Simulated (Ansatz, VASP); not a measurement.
Al in VASP and in Ansatz

Contents of INCAR:

```
SYSTEM = Al
PREC = Accurate ; ENCUT = 520
EDIFF = 1E-7 ; ISMEAR = 0
SIGMA = 0.005 ; LREAL = .False.
LASPH = .True. ; NELM = 150
ALGO = Normal ; ISIF = 2
LWAVE = .False. ; LCHARG = .True.
ISPIN = 2 ; MAGMOM = 1
LORBIT = 11 ; GGA = PS
LELF = .True. ; LVHAR = .True.
ISYM = 0 ; NBANDS = 12
```

The input KPOINTS:

```
Automatic mesh
0
Gamma
  1 1 1
  0 0 0
```

Contents of POSCAR:

```
Al
1.0
   15.0000000000      0.0000000000      0.0000000000
    0.0000000000     15.5000000000      0.0000000000
    0.0000000000      0.0000000000     16.0000000000
Al
1
Direct
    0.5000000000      0.5000000000      0.5000000000
```

Input for Ansatz:

```yaml
crystal:
  lattice:
    - [15.0, 0.0, 0.0]
    - [0.0, 15.5, 0.0]
    - [0.0, 0.0, 16.0]
  atoms:
    - { symbol: Al, position: [0.5, 0.5, 0.5], spin: 1.0 }
  symmetry: { detect: false }
basis:
  ecutwfc: 420
kpoints:
  mp_grid: { grid: [1, 1, 1] }
hamiltonian:
  xc: pbesol
scf:
  occupations: { method: gaussian, width: 0.005 }
output:
  forces: true
  eigenvalues: true
  populations: true
magnetization:
  spin_polarized: true
```

Alike in both runs: task single point; functional PBEsol; k mesh 1 × 1 × 1; occupations gaussian, width 0.005 eV; collinear spin.

|  | VASP | Ansatz |
| --- | --- | --- |
| version | VASP 6.6.1 | Ansatz 0.2.0 |
| potentials or method | VASP PAW PBE potentials, release 64 (Al), cutoff 520 eV | scalar-relativistic, plane waves, PAW |
| valence electrons in the cell | 3 | 3 |

Ansatz gave:

- gap on the k mesh at the Fermi level (eV): 0.26
- net moment per atom (μB): 1.00
- size of the moment on the site where the two differ most (μB): 1.00

**Question.** What did VASP give for the same quantities?

**Answer.** gap on the k mesh at the Fermi level (eV): 4.26; net moment per atom (μB): 1.00; size of the moment on the site where the two differ most (μB): 0.14.

VASP's potentials were made for PBE, not for PBEsol. Site moments also hang on the region over which each program counts them. Ansatz's warnings: lower state not reached, negative dielectric reading, stability check not made.
